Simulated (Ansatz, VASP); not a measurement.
## Re in VASP and in Ansatz

Contents of INCAR:

```
PREC     = Accurate       # precision mode
ENCUT    = 560            # plane-wave cutoff, eV
EDIFF    = 1E-6           # SCF threshold, eV
ISMEAR   = -1             # smearing method
SIGMA    = 0.1            # smearing width, eV
LREAL    = F              # projectors in reciprocal space
LASPH    = T              # aspherical terms in the spheres
NELM     = 120            # most SCF steps
ALGO     = Normal         # electronic algorithm
ISIF     = 2              # what is computed and relaxed
LWAVE    = F              # write WAVECAR
LCHARG   = F              # write CHGCAR
NBANDS   = 22             # bands
GGA_COMPAT= F
```

Contents of KPOINTS:

```
Automatic mesh
0
Gamma
  5 5 3
```

Contents of POSCAR:

```
Re
1.0
    2.7391880258      0.0000000000      0.0000000000
   -1.3695940129      2.3722064161      0.0000000000
    0.0000000000      0.0000000000      4.4118668232
Re
2
Direct
    0.3333333333      0.6666666667      0.2500000000
    0.6666666667      0.3333333333      0.7500000000
```

Input for Ansatz:

```yaml
crystal:
  lattice:
    - [2.7391880258, 0.0, 0.0]
    - [-1.3695940129, 2.3722064161, 0.0]
    - [0.0, 0.0, 4.4118668232]
  atoms:
    - { symbol: Re, position: [0.3333333333, 0.6666666667, 0.25] }
    - { symbol: Re, position: [0.6666666667, 0.3333333333, 0.75] }
hamiltonian:
  xc: lda
  pseudopotentials:
    kind: paw
    azcp:
      Re: "pseudopotentials/Re.paw.azcp"
basis:
  ecutwfc: 420
  fft_grid_basis: typed
kpoints:
  mp_grid: { grid: [5, 5, 3], shift: [0, 0, 0] }
magnetization:
  spin_polarized: false
scf:
  occupations: { method: fermi_dirac, width: 0.1 }
  lower_state_search: "off"
output:
  stress: true
```

Alike in both runs: task single point; functional LDA; k mesh 5 × 5 × 3; occupations fermi-dirac, width 0.1 eV; no spin polarisation.

|  | VASP | Ansatz |
| --- | --- | --- |
| version | VASP 6.6.1 | Ansatz 0.2.0 |
| potentials or method | VASP PAW LDA potentials, release 64 (Re_sv_GW), cutoff 560 eV | plane waves (420 eV) with PAW, scalar-relativistic |
| valence electrons in the cell | 30 | 30 |

```csv
,VASP,Ansatz,Ansatz less VASP
pressure (GPa),-2.1,-2.1,-0.02
"traceless stress, the component that is largest in VASP (GPa)",-4.61,-4.77,-0.153
```

Ansatz warns that its potentials were made for another functional, while VASP's fit it. LDA's correlation is that of Perdew and Zunger in VASP and of Perdew and Wang (1992) in Ansatz.

The k mesh is coarse, so the values compare programs but aren't converged. Neither program's run includes spin-orbit coupling.
